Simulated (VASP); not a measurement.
GaSb5P:

```
CELL_PARAMETERS angstrom
6.30080 0.00000 0.00000
0.00000 6.30080 0.00000
0.00000 0.00000 4.70653
ATOMIC_POSITIONS crystal
Ga 0.50000 0.50000 0.00000
Sb 0.81193 0.81193 0.50000
Sb 0.18807 0.18807 0.50000
Sb 0.18807 0.81193 0.50000
Sb 0.81193 0.18807 0.50000
Sb 0.50000 0.50000 0.50000
P 0.00000 0.00000 0.00000
```

The cell was generated, and may not be a known phase.

```yaml
Program: VASP 6.6.1
Task: relaxation of cell and atoms
Functional: PBE
Potentials_or_basis: VASP PAW PBE potentials, release 64 (Ga_d, Sb, P)
Cutoff: 600 eV
k_mesh: 3 × 3 × 4
Occupations: gaussian, width 0.2 eV
Spin: no spin polarisation
```

At the start: pressure 33.0 GPa; volume 26.69 Å³/atom.

Problem. Where does the relaxation end?

Solution. Over 13 steps the energy falls by 1144.5 meV/atom and the volume is 40.74 Å³/atom (+52.6 %); space group P4/mmm (No. 123, to 0.1 Å) before and after.

Step by step:
```
step  energy change (eV)  largest force (eV/Å)  pressure (GPa)  volume (Å³)
   1              0.0000                9.3170           32.95       186.85
   2             -3.5605                0.8208           -4.10       375.63
   3             -6.9338                1.5381            1.33       257.91
   4             -7.1293                1.5403            1.46       255.63
   5             -6.9572                0.9063            5.86       231.21
   6             -7.1472                1.4826            2.24       250.20
   7             -7.1501                1.4598            2.45       248.81
   8             -7.6324                1.0991            0.21       269.02
   9             -7.8049                0.8221           -1.93       302.28
  10             -7.8184                0.8722           -1.54       294.45
  11             -7.9913                0.0102            0.03       286.30
  12             -7.9927                0.0973           -0.12       286.92
  13             -8.0115                0.0403            0.13       285.16
```

Final structure:
```
CELL_PARAMETERS angstrom
7.30661 0.00000 0.00000
0.00000 7.30661 0.00000
0.00000 0.00000 5.34139
ATOMIC_POSITIONS crystal
Ga 0.50000 0.50000 0.00000
Sb 0.80452 0.80452 0.50000
Sb 0.19548 0.19548 0.50000
Sb 0.19548 0.80452 0.50000
Sb 0.80452 0.19548 0.50000
Sb 0.50000 0.50000 0.50000
P 0.00000 0.00000 0.00000
```

Caveat: the volume moved by over 15 % at a fixed basis, so the end points are rough; an odd number of electrons without spin polarisation forces a metal; a magnetic or distorted state may lie lower; the relaxation stopped at a loose force limit of 0.08 eV/Å, so its end isn't a converged minimum.
